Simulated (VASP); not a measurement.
Write the native input for VASP 6.6.1 that does the following.

```
Task                   : single point
Functional             : PBE
Potentials or basis    : VASP PAW PBE potentials, release 64 (Y_sv, Al, N)
Cutoff                 : 520 eV
k mesh                 : 4 × 4 × 4
Occupations            : gaussian, width 0.1 eV
Spin                   : collinear spin, ferromagnetic start
Starting moments       : [0.0, 0.0, 0.0, 1.0, 1.0, 1.0] μB
Dipole correction      : no
Further INCAR settings : ALGO = Normal; EDIFF = 1e-06; NBANDS = 29
```

The structure of YAl2N3 lies in POSCAR:

```
YAl2N3
1.0
   -2.6917111737      2.6917111737      3.4432508278
    2.6917111737     -2.6917111737      3.4432508278
    2.6917111737      2.6917111737     -3.4432508278
Y Al N
1 2 3
Direct
    0.5000000000      0.5000000000      0.0000000000
    0.5000000000      0.0000000000      0.5000000000
    0.0000000000      0.5000000000      0.5000000000
    0.7500000000      0.2500000000      0.5000000000
    0.2500000000      0.7500000000      0.5000000000
    0.0000000000      0.0000000000      0.0000000000
```

These files were run (other wordings do the same):

INCAR

```
SYSTEM = YAl2N3
PREC = Accurate ; ENCUT = 520
EDIFF = 1E-6 ; ISMEAR = 0
SIGMA = 0.1 ; LREAL = .False.
LASPH = .True. ; NELM = 150
ALGO = Normal ; ISIF = 2
LWAVE = .False. ; LCHARG = .True.
ISPIN = 2 ; MAGMOM = 0 0 0 1 1 1
LORBIT = 11 ; LMAXMIX = 4
GGA = PE ; LELF = .True.
LVHAR = .True. ; NBANDS = 29
```

KPOINTS

```
regular mesh
0
Gamma
  4 4 4
  0 0 0
```

Potentials or basis: VASP PAW PBE potentials, release 64 (Y_sv, Al, N).

Run with:

```sh
$ cat potpaw_PBE.64/Y_sv/POTCAR potpaw_PBE.64/Al/POTCAR potpaw_PBE.64/N/POTCAR > POTCAR
$ mpirun -np 1 vasp_std > vasp.out
```

Results of the run:

* Pressure: 0.8 GPa
* Net moment: 0.27 μB per cell
* Site moments: Y -0.28; Al -0.03; N +0.03, +0.49 μB
* Valence electrons inside the program's atomic spheres: Y 9.42; Al 0.89; N 3.72, 3.37

Caveat: the k points lie up to 0.41 Å⁻¹ apart.

Run time: 97 s on 1 thread of Intel(R) Xeon(R) Platinum 8375C CPU @ 2.90GHz (Ice Lake), on a shared host, peak memory 0.32 GiB.
